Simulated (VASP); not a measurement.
A run of VASP 6.6.1 is set up as follows.

File INCAR:

```
SYSTEM = Ni
PREC = Accurate
ENCUT = 520
EDIFF = 1E-6
ISMEAR = -1
SIGMA = 0.05
LREAL = .FALSE.
LASPH = .TRUE.
NELM = 150
ALGO = Normal
ISIF = 2
LWAVE = .FALSE.
LCHARG = .FALSE.
ISPIN = 2
MAGMOM = 0.623 0.671 0.671
LORBIT = 11
LMAXMIX = 4
GGA = PS
NBANDS = 26
```

File KPOINTS:

```
regular mesh
0
G
  10 10 15
  0 0 0
```

File POSCAR:

```
Ni
1.0
    4.0298245752      0.0000000000      0.0000000000
   -2.0149122876      3.4899304549      0.0000000000
    0.0000000000      0.0000000000      2.4404464303
Ni
3
Direct
    1.0000000000      1.0000000000      0.0000000000
    0.3333333333      0.6666666667      0.5000000000
    0.6666666667      0.3333333333      0.5000000000
```

Potentials or basis: VASP PAW PBE potentials, release 64 (Ni).

Run with:

```console
$ cat potpaw_PBE.64/Ni/POTCAR > POTCAR
$ mpirun -np 1 vasp_std > vasp.out
```

**Question.** What does it give for the net moment?

**Answer.** 1.91 μB per cell.

**Question.** Estimate the pressure.

**Answer.** -13.9 GPa.

Stress tensor (GPa, compression positive):
```
-14.10   0.00   0.00
  0.00 -14.10   0.00
  0.00   0.00 -13.51
```

Caveat: the cell stands under tension; the PAW data sets were made with another functional, which shifts forces and pressure a little.
